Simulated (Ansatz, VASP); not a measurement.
## KF in VASP and in Ansatz

```xyz
2
Lattice="0.0831 2.6101 2.6101 2.6101 0.0831 2.6101 2.6101 2.6101 0.0831" Properties=species:S:1:pos:R:3 pbc="T T T"
K     0.0000    0.0000    0.0000
F     2.6516    2.6516    2.6516
```

Alike in both runs: task single point; functional LDA; k mesh 8 × 8 × 8; occupations gaussian, width 0.05 eV; no spin polarisation.

|  | VASP | Ansatz |
| --- | --- | --- |
| version | VASP 6.6.1 | Ansatz 0.2.0 |
| potentials or method | VASP PAW LDA potentials, release 64 (K_sv, F), cutoff 520 eV | scalar-relativistic, plane waves, PAW |
| valence electrons in the cell | 16 | 16 |

```tsv
	VASP	Ansatz	Ansatz less VASP
gap on the k mesh at the Fermi level (eV)	6.41	6.43	+0.020
least direct gap on the mesh (eV)	6.41	6.43	+0.020
pressure (GPa)	0.9	0.6	-0.27
traceless stress, the component that is largest in VASP (GPa)	-0.46	-0.47	-0.011
```

LDA's correlation is that of Perdew and Zunger in VASP and of Perdew and Wang (1992) in Ansatz.
